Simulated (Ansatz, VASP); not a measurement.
Two plane-wave programs on ZrGe2Pd3

```
CELL_PARAMETERS angstrom
6.30470 0.00000 -0.00172
0.00000 3.98726 0.00000
-0.09187 0.00000 7.84335
ATOMIC_POSITIONS crystal
Zr 0.96169 0.25000 0.18563
Zr 0.03831 0.75000 0.81437
Ge 0.26646 0.75000 0.13335
Ge 0.27013 0.25000 0.61638
Ge 0.73354 0.25000 0.86665
Ge 0.72987 0.75000 0.38362
Pd 0.65258 0.75000 0.06240
Pd 0.85461 0.25000 0.55869
Pd 0.34742 0.25000 0.93760
Pd 0.14539 0.75000 0.44131
Pd 0.46465 0.25000 0.32140
Pd 0.53535 0.75000 0.67860
```

Change from the starting cell: the structure that the rattled cell fell into.

Alike in both runs: functional PBE; k mesh 6 × 8 × 4; occupations gaussian, width 0.1 eV; no spin polarisation.

Ansatz relaxed the structure, and its values are those at the end. VASP's run is a single point on that final structure, the one shown.

|  | VASP | Ansatz |
| --- | --- | --- |
| version | VASP 6.6.1 | Ansatz 0.2.0 |
| potentials or method | VASP PAW PBE potentials, release 64 (Zr_sv, Ge_d, Pd), cutoff 520 eV | scalar-relativistic, plane waves, PAW |
| valence electrons in the cell | 140 | 188 |

```csv
,VASP,Ansatz,Ansatz less VASP
gap on the k mesh at the Fermi level (eV),none,none,-
pressure (GPa),0.0,0.0,-0.03
rms of the force components (eV/Å),0.005,0.001,-0.0036
```

A gap of «none» marks a metal or a gap that the smearing closes. The functional is the same, so the differences come from potentials, cutoffs and numerics. VASP's potentials hold 140 valence electrons a cell and Ansatz's 188, so a difference there can come from the potentials and not from the codes.
